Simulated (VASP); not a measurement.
Here is a VASP 6.6.1 calculation.

The input INCAR:

```
PREC     = Accurate       # precision mode
ENCUT    = 400            # plane-wave cutoff, eV
EDIFF    = 1E-6           # SCF threshold, eV
ISMEAR   = -1             # smearing method
SIGMA    = 0.05           # smearing width, eV
LREAL    = Auto         
LASPH    = True           # aspherical terms in the spheres
NELM     = 120            # most SCF steps
ALGO     = Normal         # electronic algorithm
ISIF     = 2              # what is computed and relaxed
LWAVE    = False          # write WAVECAR
LCHARG   = False          # write CHGCAR
GGA      = PE             # functional
NBANDS   = 134            # bands
ISYM     = -1           
GGA_COMPAT= False
```

The input KPOINTS:

```
explicit points
1
Reciprocal
  0.25000000   0.25000000   0.25000000 1
```

The input POSCAR:

```
HfTi9
1.0
    7.2123050000      0.3730170000      0.2320640000
    0.3730170000      7.2034180000     -0.0335060000
    0.2320640000     -0.0335060000      7.4116840000
Ti Hf
18 2
Direct
    0.5132848745      0.4016768742      0.5513463127
    0.8472631713      0.6576448047      0.6529573800
    0.0613085357      0.6948515000      0.0354243638
    0.7254613742      0.4008607277      0.9048470997
    0.9319393759      0.9008603124      0.3561636797
    0.8945088322      0.0359949724      1.0012485354
    0.5404824897      0.0765071811      0.7375205043
    0.5103935142      0.8387672637      0.3889351968
    0.4004376719      0.4729034235      0.0993879305
    0.0429663019      0.3567404187      0.1638069044
    0.1650321427      0.3698101564      0.7910204806
    0.6599061598      0.7627989927      0.0322691685
    0.1254053203      0.9002156425      0.7111824472
    0.7435108864      0.5370921236      0.3146383060
    0.4362738221      0.7117328824      0.7398677377
    0.6045000082      0.1437132647      0.2648927783
    0.1843593556      0.5948702292      0.4395657657
    0.8788261014      0.2485506410      0.5674576840
    0.3029217428      0.9863895535      0.0672483793
    0.2338581126      0.1826448338      0.4514157172
```

Potentials or basis: VASP PAW PBE potentials, release 64 (Ti_sv, Hf_pv).

The run is started by

```bash
$ cat potpaw_PBE.64/Ti_sv/POTCAR potpaw_PBE.64/Hf_pv/POTCAR > POTCAR
$ mpirun -np 1 vasp_std > vasp.out
```

Question: What does it give for the pressure?

Answer: -5.4 GPa.

Question: Predict the largest force.

Answer: 1.102 eV/Å.

Stress tensor (GPa, compression positive):
```
-5.34 -1.51 -0.93
-1.51 -5.42 -0.10
-0.93 -0.10 -5.34
```

Caveat: the atoms stand as in a frame of molecular dynamics.
